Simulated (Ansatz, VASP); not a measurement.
CdS in VASP and in Ansatz

```
Cd S
1.0
     4.13480    0.00000    0.00000
    -2.06740    3.58084    0.00000
     0.00000    0.00000    6.61402
Cd S
2 2
Direct
  0.33333 0.66667 0.00000
  0.66667 0.33333 0.50000
  0.33333 0.66667 0.38500
  0.66667 0.33333 0.88500
```

Change from the starting cell: zz strain of -2 %.

Alike in both runs: task single point; functional PBEsol; k mesh 7 × 7 × 4; occupations fermi-dirac, width 0.01 eV; no spin polarisation.

```csv
,VASP,Ansatz
version,VASP 6.6.1,Ansatz 0.2.0
potentials or method,"VASP PAW PBE potentials, release 64 (Cd, S), cutoff 520 eV","all-electron LAPW, scalar-relativistic"
```

VASP gave:

```
gap on the k mesh at the Fermi level (eV)                     : 1.15
pressure (GPa)                                                : 1.0
traceless stress, the component that is largest in VASP (GPa) : -0.21
rms of the force components (eV/Å)                            : 0.078
```

Which values does Ansatz return?

gap on the k mesh at the Fermi level (eV): 1.14; pressure (GPa): 0.6; traceless stress, the component that is largest in VASP (GPa): -0.19; rms of the force components (eV/Å): 0.076.

VASP's potentials were made for PBE, not for PBEsol. Atom by atom the forces differ by 0.002 eV/Å (rms over components). Ansatz ran all-electron here, and VASP with PAW potentials.
